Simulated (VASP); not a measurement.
A run of VASP 6.6.1:

File INCAR:

```
PREC = Accurate
ENCUT = 600
EDIFF = 1E-6
ISMEAR = -1
SIGMA = 0.08
LREAL = False
LASPH = True
NELM = 80
ALGO = Normal
ISIF = 3
LWAVE = False
LCHARG = False
GGA = PE
IBRION = 2
NSW = 32
EDIFFG = -0.005
PSTRESS = 580.0
```

File KPOINTS:

```
Automatic mesh
0
Gamma
  18 18 18
```

File POSCAR:

```
S
1.0
    0.0000000000      1.7719481054      1.7719481054
    1.7719481054      0.0000000000      1.7719481054
    1.7719481054      1.7719481054      0.0000000000
S
1
Direct
    0.0000000000      0.0000000000      0.0000000000
```

Potentials or basis: VASP PAW PBE potentials, release 64 (S).

Run with:

```sh
$ cat potpaw_PBE.64/S/POTCAR > POTCAR
$ mpirun -np 1 vasp_std > vasp.out
```

Hardware: 1 thread of Intel(R) Xeon(R) 6975P-C (Granite Rapids), with other jobs on the host.

Question: How long does it take, and how much memory?

Answer: It took 9.7 s on 1 thread of Intel(R) Xeon(R) 6975P-C (Granite Rapids), with other jobs on the host, peak memory 0.13 GiB. Counts: scf iterations 20, k points 195, ion steps 3.
